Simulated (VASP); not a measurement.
# Cu5Pt11 (P1) in VASP: single point with r2SCAN

Aim: the single point of Cu5Pt11 with r2SCAN.

Everything below comes from runs of VASP 6.6.1. Logs are shortened: lines on timing, memory, paths and dates and some standing lists are left out, and cuts for length are marked.

### 1 The cell of the first run

The typed cell holds 16 atoms: a = 5.432 Å, b = 5.425 Å, c = 9.014 Å, α = 90.22°, β = 89.52°, γ = 120.39°.

### 2 Single point, r2SCAN

POSCAR reads:

```
Cu5Pt11
1.0
    2.7015210635     -4.7122948062      0.0229868253
    2.6949471895      4.7084993782     -0.0106794710
    0.0196917669     -0.0310995926      9.0141197581
Cu Pt
5 11
Direct
    0.8351447848      0.1680735562      0.6288383779
    0.8209697379      0.6639285470      0.1200287508
    0.8393509307      0.6749227330      0.6294903662
    0.6686352946      0.8334162286      0.8719462347
    0.1627997186      0.8326452531      0.8716624507
    0.3175696682      0.1593591739      0.1174593534
    0.3368944747      0.1720859500      0.6289069522
    0.8202668625      0.1631903477      0.1189435526
    0.3209574072      0.6617079713      0.1155897149
    0.3371324442      0.6735378180      0.6320510445
    0.6703076713      0.3323313927      0.3788817654
    0.6689046123      0.3347904525      0.8702205944
    0.1681129585      0.3301456948      0.3791374878
    0.1632874067      0.3311699327      0.8703821451
    0.6696830063      0.8301337625      0.3778733626
    0.1682339481      0.8303883028      0.3764973284
```

INCAR.step1 reads:

```
PREC = Accurate
ENCUT = 520
ISMEAR = 0
SIGMA = 0.1
LREAL = Auto
LASPH = T
NELM = 100
NBANDS = 96
ISYM = 0
GGA = PE
ALGO = Normal
EDIFF = 1E-4
LWAVE = T
LCHARG = F
```

INCAR.step2 reads:

```
PREC = Accurate
ENCUT = 520
EDIFF = 1E-6
ISMEAR = 0
SIGMA = 0.1
LREAL = Auto
LASPH = T
NELM = 100
ALGO = Normal
ISIF = 2
LWAVE = F
LCHARG = F
METAGGA = R2SCAN
LMIXTAU = T
NBANDS = 96
ISYM = 0
ISTART = 1
```

KPOINTS reads:

```
Automatic mesh
0
Gamma
  3 3 2
  0 0 0.5
```

Potentials or basis: VASP PAW PBE potentials, release 64 (Cu, Pt).

Launch:

```console
$ cat potpaw_PBE.64/Cu/POTCAR potpaw_PBE.64/Pt/POTCAR > POTCAR
$ cp INCAR.step1 INCAR
$ mpirun -np 1 vasp_std > vasp.out
$ cp INCAR.step2 INCAR
$ mpirun -np 1 vasp_std > vasp.out
```

OUTCAR:

```text
PREC = Accurate
   ENCUT = 520
   EDIFF = 1E-6
   ISMEAR = 0
   LREAL = Auto
   LASPH = T
   NELM = 100
   ISIF = 2
   METAGGA = R2SCAN
   ISYM = 0
   ISTART = 1

 ion  position               nearest neighbor table
   1  0.835  0.168  0.629-  12 2.67  14 2.67  10 2.68   3 2.69   4 2.69   7 2.71   7 2.72  10 2.72
                            13 2.73   3 2.74  11 2.74  15 2.76
   2  0.821  0.664  0.120-   6 2.68   9 2.71   8 2.71   4 2.71   8 2.71   6 2.72   9 2.72  12 2.73
                             5 2.74  15 2.76  11 2.80  16 2.84
   3  0.839  0.675  0.629-   5 2.67   4 2.67   7 2.68   1 2.69  12 2.69  10 2.71   7 2.71  10 2.72
                             1 2.74  16 2.74  15 2.75  11 2.77
   4  0.669  0.833  0.872-   3 2.67  10 2.67  14 2.68   5 2.69   1 2.69  12 2.71   8 2.71   2 2.71
                            14 2.72  12 2.72   9 2.72   5 2.75
   5  0.163  0.833  0.872-  10 2.66   3 2.67  12 2.68   4 2.69   6 2.69   9 2.70  14 2.70   7 2.70
                            12 2.72  14 2.72   2 2.74   4 2.75
   6  0.318  0.159  0.117-   2 2.68   5 2.69   9 2.71   8 2.71  14 2.71   9 2.72   2 2.72   8 2.72
                            12 2.76  13 2.79  16 2.80  11 2.89
   7  0.337  0.172  0.629-  14 2.67  12 2.68   3 2.68   5 2.70  10 2.71   3 2.71   1 2.71   1 2.72
                            10 2.72  11 2.73  13 2.74  16 2.78
   8  0.820  0.163  0.119-   9 2.70   9 2.70   4 2.71   2 2.71   6 2.71   2 2.71  12 2.72   6 2.72
                            14 2.75  11 2.78  15 2.81  13 2.87
   9  0.321  0.662  0.116-   8 2.70  14 2.70   5 2.70   8 2.70   6 2.71   2 2.71   6 2.72   2 2.72
                             4 2.72  16 2.79  13 2.84  15 2.88
  10  0.337  0.674  0.632-   5 2.66   4 2.67   1 2.68  14 2.68   7 2.71   3 2.71   1 2.72   7 2.72
                             3 2.72  15 2.76  16 2.78  13 2.79
  11  0.670  0.332  0.379-  16 2.69  15 2.70  16 2.71  13 2.71  13 2.72  15 2.72   7 2.73   1 2.74
                             3 2.77   8 2.78   2 2.80   6 2.89
  12  0.669  0.335  0.870-   1 2.67   5 2.68   7 2.68   3 2.69  14 2.70   4 2.71   8 2.72   4 2.72
                             5 2.72   2 2.73  14 2.74   6 2.76
  13  0.168  0.330  0.379-  15 2.69  15 2.70  11 2.71  16 2.71  16 2.71  11 2.72   1 2.73   7 2.74
                            10 2.79   6 2.79   9 2.84   8 2.87
  14  0.163  0.331  0.870-   7 2.67   1 2.67   4 2.68  10 2.68  12 2.70   9 2.70   5 2.70   6 2.71
                             4 2.72   5 2.72  12 2.74   8 2.75
  15  0.670  0.830  0.378-  13 2.69  13 2.70  11 2.70  16 2.71  11 2.72  16 2.72   3 2.75   2 2.76
                             1 2.76  10 2.76   8 2.81   9 2.88
  16  0.168  0.830  0.376-  11 2.69  15 2.71  11 2.71  13 2.71  13 2.71  15 2.72   3 2.74  10 2.78
                             7 2.78   9 2.79   6 2.80   2 2.84

IMPORTANT INFORMATION: All symmetrisations will be switched off!
NOSYMM: (Re-)initialisation of all symmetry stuff for point group C_1.

----------------------------------------------------------------------------------------

[... 119 lines left out ...]
   ISMEAR =     0;   SIGMA  =   0.10  broadening in eV -4-tet -1-fermi 0-gaus
   EFERMI_NEDOS =   21; number of points for ismear=-14 and -15
   IALGO  =     38    algorithm
   IMIX   =      4    mixing-type and parameters
     AMIX     =   0.40;   BMIX     =  1.00
     AMIX_MAG =   1.60;   BMIX_MAG =  1.00
  volume/ion in A,a.u.               =      14.32        96.64
  Fermi-wavevector in a.u.,A,eV,Ry     =   1.467378  2.772942 29.296026  2.153197
  Thomas-Fermi vector in A             =   2.583003
   LORBIT       =      0    0 simple, 1 ext, 2 COOP (PROOUT), +10 PAW based schemes
   METAGGA = R2SCAN    functional components
   LHFCALC =     F    Hartree Fock is set to
   AEXX    =    0.0000 exact exchange contribution
   IVDW    =     0    specifies the selected vdW correction
   LEPSILON=     F    determine dielectric tensor
   LRPA    =     F    only Hartree local field effects (RPA)
 non-spin polarized calculation
 Gauss-broadening in eV      SIGMA  =   0.10
  energy-cutoff  :      520.00
  volume of cell :      229.13
 maximum number of plane-waves:      6188
   NGX = 21   NGY = 21   NGZ = 33

 number of electron     164.9999981 magnetization

 Free energy of the ion-electron system (eV)
  ---------------------------------------------------
  ext. energy  EPLUGINS =         0.00000000
  ---------------------------------------------------
  free energy    TOTEN  =      -622.47771786 eV

  energy without entropy =     -622.39916297  energy(sigma->0) =     -622.43844041

 E-fermi :   9.5455     XC(G=0): -14.2164

 val. band max:        9.5318953143   @ k =  -0.3333   0.3333   0.2500
 cond. band min:       9.5640458676   @ k =  -0.0000  -0.0000   0.2500
 fundamental gap:      0.0321505533
 Fermi energy:         9.5455038632

 k-point     1 :      -0.0000   -0.0000    0.2500
  band No.  band energies     occupation
      1      -0.2455      2.00000
      2       0.9057      2.00000
      3       2.1209      2.00000
      4       2.5703      2.00000
      5       2.6117      2.00000
      6       2.6658      2.00000
[... 862 lines left out ...]
     93      14.2783      0.00000
     94      14.3756      0.00000
 [bands above 94 left out]

------------------------ aborting loop because EDIFF is reached ----------------------------------------

  FORCE on cell =-STRESS in cart. coord.  units (eV):
  Direction    XX          YY          ZZ          XY          YZ          ZX
  --------------------------------------------------------------------------------------
  -------------------------------------------------------------------------------------
  Total        1.0480986      1.0603906      1.0297406      0.0006156     -0.0187007      0.0197429
  in kB        7.3287510      7.4147020      7.2003843      0.0043043     -0.1307632      0.1380506
  external PRESSURE =       7.3146124 kB  Pullay stress =       0.0000000 kB

 VOLUME and BASIS-vectors are now :
 -----------------------------------------------------------------------------
  energy-cutoff  :      520.00
  volume of cell :      229.13
      direct lattice vectors                 reciprocal lattice vectors
     2.701521063 -4.712294806  0.022986825     0.185233571 -0.106021660 -0.000770436
     2.694947190  4.708499378 -0.010679471     0.185381215  0.106277386 -0.000038307
     0.019691767 -0.031099593  9.014119758    -0.000252732  0.000396277  0.110938985

 POSITION                                       TOTAL-FORCE (eV/Angst)
 -----------------------------------------------------------------------------------
      2.72149     -3.16363      5.68583         0.000177     -0.001867      0.013781
      4.00948     -0.74628      1.09373        -0.002754      0.005770     -0.013187
      4.09880     -0.79697      5.68639         0.005287     -0.006686      0.003013
      4.06952      0.74622      7.86630         0.002485     -0.003523      0.010805
      2.70091      3.12624      7.85212        -0.016385      0.002254      0.001232
      1.28970     -0.74979      1.06439         0.001879     -0.001715     -0.003521
[... 8 lines left out ...]
      4.05377      0.74119      3.41272         0.004768      0.002589     -0.003920
      2.69975      3.10541      3.38879         0.005141      0.009300      0.000892
 -----------------------------------------------------------------------------------
    total drift:                                0.011360     -0.000982      0.010361

  FREE ENERGIE OF THE ION-ELECTRON SYSTEM (eV)
  ---------------------------------------------------
  free  energy   TOTEN  =      -622.4777178580 eV

  energy  without entropy=     -622.3991629712  energy(sigma->0) =     -622.43844041
```

OUTCAR.step1:

```text
PREC = Accurate
   ENCUT = 520
   ISMEAR = 0
   LREAL = Auto
   LASPH = T
[... 1102 lines left out ...]
      2.70091      3.12624      7.85212        -0.021467      0.008632      0.014586
      1.28970     -0.74979      1.06439         0.033337     -0.019091      0.060006
[... 8 lines left out ...]
      4.05377      0.74119      3.41272         0.010435      0.003614     -0.030765
      2.69975      3.10541      3.38879        -0.006562      0.012655     -0.016525
 -----------------------------------------------------------------------------------
    total drift:                                0.010402      0.001631      0.008411

  FREE ENERGIE OF THE ION-ELECTRON SYSTEM (eV)
  ---------------------------------------------------
  free  energy   TOTEN  =       -87.2028432661 eV

  energy  without entropy=      -87.1160531657  energy(sigma->0) =      -87.15944822
```

Wall time 33 min (1 thread of Oxide Virtual Turin-like, shared host); peak memory 0.39 GiB.

What came out:

* Free energy: -622.4777 eV
* Pressure: 0.7 GPa
* Largest force: 0.020 eV/Å

Forces on the atoms (eV/Å):
```
Cu   0.000 -0.002  0.014
Cu  -0.003  0.006 -0.013
Cu   0.005 -0.007  0.003
Cu   0.002 -0.004  0.011
Cu  -0.016  0.002  0.001
Pt   0.002 -0.002 -0.004
Pt   0.001 -0.009  0.006
Pt   0.012 -0.004 -0.009
Pt  -0.002 -0.009 -0.004
Pt  -0.005  0.008 -0.001
Pt   0.003 -0.004  0.007
Pt   0.012 -0.006 -0.006
Pt  -0.011  0.001 -0.001
Pt  -0.012  0.016 -0.002
Pt   0.005  0.003 -0.004
Pt   0.005  0.009  0.001
```

Caveat: the k points lie up to 0.45 Å⁻¹ apart; the PAW data sets were made with another functional, which shifts forces and pressure a little; spin-orbit coupling is left out, which moves the levels of the heavy elements.
